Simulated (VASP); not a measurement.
# Pt (Fm-3m) in VASP: notebook, part 2 of 2

VASP 6.6.1. Earlier steps stand in the parts before.

## (3) Relaxation of cell and atoms, RPBE

INCAR reads:

```
PREC = Accurate
ENCUT = 500
EDIFF = 1E-7
ISMEAR = -1
SIGMA = 0.05
LREAL = False
LASPH = True
NELM = 120
ALGO = Normal
ISIF = 3
LWAVE = False
LCHARG = False
GGA = RP
IBRION = 2
NSW = 80
EDIFFG = -0.01
GGA_COMPAT = False
NELMIN = 4
```

KPOINTS reads:

```
regular mesh
0
Gamma
  9 9 9
```

POSCAR reads:

```
Pt
1.0
    0.0000000000      1.9609000000      1.9609000000
    1.9609000000      0.0000000000      1.9609000000
    1.9609000000      1.9609000000      0.0000000000
Pt
1
Direct
    0.0000000000      0.0000000000      0.0000000000
```

Potentials or basis: VASP PAW PBE potentials, release 64 (Pt).

Started as:

```bash
$ cat potpaw_PBE.64/Pt/POTCAR > POTCAR
$ mpirun -np 1 vasp_std > vasp.out
```

OUTCAR:

```text
PREC = Accurate
   ENCUT = 500
   EDIFF = 1E-7
   ISMEAR = -1
   LREAL = False
   LASPH = True
   NELM = 120
   ISIF = 3
   GGA = RP
   IBRION = 2
   NSW = 80
   EDIFFG = -0.01
   NELMIN = 4

 ion  position               nearest neighbor table
   1  0.000  0.000  0.000-

  LATTYP: Found a face centered cubic cell.
 ALAT       =     3.9218000000

  Lattice vectors:

 A1 = (   0.0000000000,   1.9609000000,   1.9609000000)
 A2 = (   1.9609000000,   0.0000000000,   1.9609000000)
 A3 = (   1.9609000000,   1.9609000000,   0.0000000000)

Analysis of symmetry for initial positions (statically):
=====================================================================
 Subroutine PRICEL returns:
 Original cell was already a primitive cell.

 Routine SETGRP: Setting up the symmetry group for a
 face centered cubic supercell.

 Subroutine GETGRP returns: Found 48 space group operations
 (whereof 48 operations were pure point group operations)
 out of a pool of 48 trial point group operations.

The static configuration has the point symmetry O_h .

Analysis of symmetry for dynamics (positions and initial velocities):
=====================================================================
 Subroutine PRICEL returns:
 Original cell was already a primitive cell.

 Routine SETGRP: Setting up the symmetry group for a
 face centered cubic supercell.

 Subroutine GETGRP returns: Found 48 space group operations
 (whereof 48 operations were pure point group operations)
 out of a pool of 48 trial point group operations.

The dynamic configuration has the point symmetry O_h .

 Subroutine INISYM returns: Found 48 space group operations
 (whereof 48 operations are pure point group operations),
 and found     1 'primitive' translations

----------------------------------------------------------------------------------------

                                     Primitive cell

  volume of cell :      15.0798

[... 112 lines left out ...]
   LHFCALC =     F    Hartree Fock is set to
   AEXX    =    0.0000 exact exchange contribution
   IVDW    =     0    specifies the selected vdW correction
   LEPSILON=     F    determine dielectric tensor
   LRPA    =     F    only Hartree local field effects (RPA)
 conjugate gradient relaxation of ions
 non-spin polarized calculation
  energy-cutoff  :      500.00
  volume of cell :       15.08
 maximum number of plane-waves:       390
   NGX = 11   NGY = 11   NGZ = 11

--------------------------------------- Ionic step        1  -------------------------------------------

 number of electron      10.0000001 magnetization

 Free energy of the ion-electron system (eV)
  ---------------------------------------------------
  ext. energy  EPLUGINS =         0.00000000
  ---------------------------------------------------
  free energy    TOTEN  =        -5.46120676 eV

  energy without entropy =       -5.44946357  energy(sigma->0) =       -5.45533516

------------------------ aborting loop because EDIFF is reached ----------------------------------------

  FORCE on cell =-STRESS in cart. coord.  units (eV):
  Direction    XX          YY          ZZ          XY          YZ          ZX
  --------------------------------------------------------------------------------------
  -------------------------------------------------------------------------------------
  Total        1.2592492      1.2592492      1.2592492      0.0000000     -0.0000000      0.0000000
  in kB      133.7907056    133.7907056    133.7907056      0.0000000     -0.0000000      0.0000000
  external PRESSURE =     133.7907056 kB  Pullay stress =       0.0000000 kB
[... 22 lines left out ...]
--------------------------------------- Ionic step        2  -------------------------------------------

 number of electron      10.0000002 magnetization

 E-fermi :   8.2511     XC(G=0): -12.3758

 val. band max:        8.2464900310   @ k =   0.4444   0.1111   0.0000
 cond. band min:       8.2945554208   @ k =  -0.4444   0.3333   0.0000
 fundamental gap:      0.0480653898
 Fermi energy:         8.2511047303

 k-point     1 :       0.0000    0.0000    0.0000
  band No.  band energies     occupation
      1      -0.0720      2.00000
      2       5.4327      2.00000
      3       5.4327      2.00000
      4       5.4327      2.00000
      5       7.0271      2.00000
      6       7.0271      2.00000
      7      23.2035      0.00000
      8      27.2197      0.00000
      9      27.2197      0.00000
[... 345 lines left out ...]
--------------------------------------- Ionic step        4  -------------------------------------------

 number of electron      10.0000001 magnetization

 Free energy of the ion-electron system (eV)
  ---------------------------------------------------
  ext. energy  EPLUGINS =         0.00000000
  ---------------------------------------------------
  free energy    TOTEN  =        -5.49180896 eV

  energy without entropy =       -5.47857809  energy(sigma->0) =       -5.48519353

 E-fermi :  10.4114     XC(G=0): -13.1296

 val. band max:       10.3439161697   @ k =   0.4444   0.4444   0.0000
 cond. band min:      10.4132606097   @ k =   0.4444   0.1111   0.0000
 fundamental gap:      0.0693444400
 Fermi energy:        10.4113814377

 k-point     1 :       0.0000    0.0000    0.0000
  band No.  band energies     occupation
      1       0.7784      2.00000
      2       6.9238      2.00000
      3       6.9238      2.00000
      4       6.9238      2.00000
      5       8.8974      2.00000
      6       8.8974      2.00000
      7      25.1502      0.00000
      8      29.8597      0.00000
      9      29.8597      0.00000
[... 304 lines left out ...]
  FREE ENERGIE OF THE ION-ELECTRON SYSTEM (eV)
  ---------------------------------------------------
  free  energy   TOTEN  =        -5.4918089649 eV

  energy  without entropy=       -5.4785780861  energy(sigma->0) =       -5.48519353

 reached required accuracy - stopping structural energy minimisation
```

Run time: 11 s. Hardware: 1 thread of Intel Xeon 6975P-C, shared host; peak memory 0.14 GiB.

Results:

- Free energy: -5.4918 eV
- Relaxed volume: 15.86 Å³/atom
- Relaxed cell: a = 2.820 Å, b = 2.820 Å, c = 2.820 Å, α = 60.00°, β = 60.00°, γ = 60.00°
- Space group after relaxing (to 0.05 Å): Fm-3m (No. 225)
- Energy gained by relaxing: 30.6 meV/atom
- Ionic steps: 4
- Pressure after relaxing: -0.1 GPa
- Band gap on the k mesh: zero (band 5 reaches 10.72 eV, above the bottom of band 6 at 8.82 eV)

The path:
```
step  energy change (eV)  largest force (eV/Å)  pressure (GPa)  volume (Å³)
   1              0.0000                0.0000           13.38        15.08
   2              0.1280                0.0000          -20.58        18.00
   3             -0.0305                0.0000           -0.57        15.89
   4             -0.0306                0.0000           -0.06        15.86
```

Final structure:
```cif
data_structure
_symmetry_space_group_name_H-M 'P 1'
_symmetry_Int_Tables_number 1
_cell_length_a 2.8201
_cell_length_b 2.8201
_cell_length_c 2.8201
_cell_angle_alpha 60.000
_cell_angle_beta 60.000
_cell_angle_gamma 60.000
_cell_volume 15.86
loop_
_atom_site_label
_atom_site_type_symbol
_atom_site_fract_x
_atom_site_fract_y
_atom_site_fract_z
_atom_site_occupancy
Pt1 Pt 0.00000 0.00000 0.00000 1
```

Levels at points of the mesh, in eV from the Fermi level:
| k point | band 1 | band 2 | band 3 | band 4 | band 5 | band 6 | band 7 | band 8 | band 9 |
| --- | --- | --- | --- | --- | --- | --- | --- | --- | --- |
| (0.00, 0.00, 0.00) | -9.63 | -3.49 | -3.49 | -3.49 | -1.51 | -1.51 | 14.74 | 19.45 | 19.45 |

Caveat: the PAW data sets were made with another functional, which shifts forces and pressure a little; spin-orbit coupling is left out, which moves the levels of the heavy elements. RPBE and its kin give volumes clearly too large for solids.

## (4) Relaxation of cell and atoms, LDA

INCAR reads:

```
SYSTEM = Pt
PREC     = Accurate       ! precision mode
ENCUT    = 500            ! plane-wave cutoff, eV
EDIFF    = 1E-7           ! SCF threshold, eV
ISMEAR   = -1             ! smearing method
SIGMA    = 0.05           ! smearing width, eV
LREAL    = .False.        ! projectors in reciprocal space
LASPH    = .True.         ! aspherical terms in the spheres
NELM     = 120            ! most SCF steps
ALGO     = Normal         ! electronic algorithm
ISIF     = 3              ! what is computed and relaxed
LWAVE    = .False.        ! write WAVECAR
LCHARG   = .False.        ! write CHGCAR
GGA      = CA             ! functional
IBRION   = 2              ! ionic algorithm
NSW      = 80             ! ionic steps
EDIFFG   = -0.01          ! ionic threshold
GGA_COMPAT= .False.      
NELMIN   = 4
```

KPOINTS reads:

```
Automatic mesh
0
Gamma
  9 9 9
  0 0 0
```

POSCAR is that of step 3.

Potentials or basis: VASP PAW LDA potentials, release 64 (Pt).

Started as:

```bash
$ cat potpaw_LDA.64/Pt/POTCAR > POTCAR
$ mpirun -np 1 vasp_std > vasp.out
```

It took 8.6 s on 1 thread of Intel Xeon 6975P-C, shared host; peak memory 0.13 GiB.

It converged, with:

```
Free energy                            : -7.5420 eV
Relaxed volume                         : 14.78 Å³/atom
Relaxed cell                           : a = 2.755 Å, b = 2.755 Å, c = 2.755 Å, α = 60.00°, β = 60.00°, γ = 60.00°
Space group after relaxing (to 0.05 Å) : Fm-3m (No. 225)
Energy gained by relaxing              : 5.7 meV/atom
Ionic steps                            : 4
Pressure after relaxing                : 0.0 GPa
Band gap on the k mesh                 : zero (band 5 reaches 11.91 eV, above the bottom of band 6 at 9.77 eV)
```

The path:
```csv
step,energy change (eV),largest force (eV/Å),pressure (GPa),volume (Å³)
1,0.0000,0.0000,-5.91,15.08
2,0.0517,0.0000,22.32,13.90
3,-0.0057,0.0000,-0.16,14.78
4,-0.0057,0.0000,-0.02,14.78
```

Final structure:
```
CELL_PARAMETERS angstrom
0.00000 1.94774 1.94774
1.94774 0.00000 1.94774
1.94774 1.94774 0.00000
ATOMIC_POSITIONS crystal
Pt 0.00000 0.00000 0.00000
```

Levels at points of the mesh, in eV from the Fermi level:
```tsv
k point	band 1	band 2	band 3	band 4	band 5	band 6	band 7	band 8	band 9
(0.00, 0.00, 0.00)	-10.50	-3.97	-3.97	-3.97	-1.70	-1.70	14.53	19.57	19.57
```

Caveat: spin-orbit coupling is left out, which moves the levels of the heavy elements. LDA usually gives volumes a few per cent too small.

## (5) Summary

```csv
level,potentials or basis,gap on the mesh (eV),pressure (GPa),relaxed volume (Å³/atom)
PBEsol,"VASP PAW PBE potentials, release 64 (Pt)",none,0.0,15.00
RPBE,"VASP PAW PBE potentials, release 64 (Pt)",none,-0.1,15.86
LDA,"VASP PAW LDA potentials, release 64 (Pt)",none,0.0,14.78
```

Alike in all rows: task relaxation of cell and atoms; no spin polarisation; cell relaxed; k mesh 9 × 9 × 9; cutoff (eV) 500; smearing fermi-dirac 0.05 eV.

Caveats: spin-orbit coupling is left out, which moves the levels of the heavy elements; the PAW data sets were made with another functional, which shifts forces and pressure a little (some runs).

Total energies depend on the potentials used, so only differences within one code and one set of settings carry meaning.
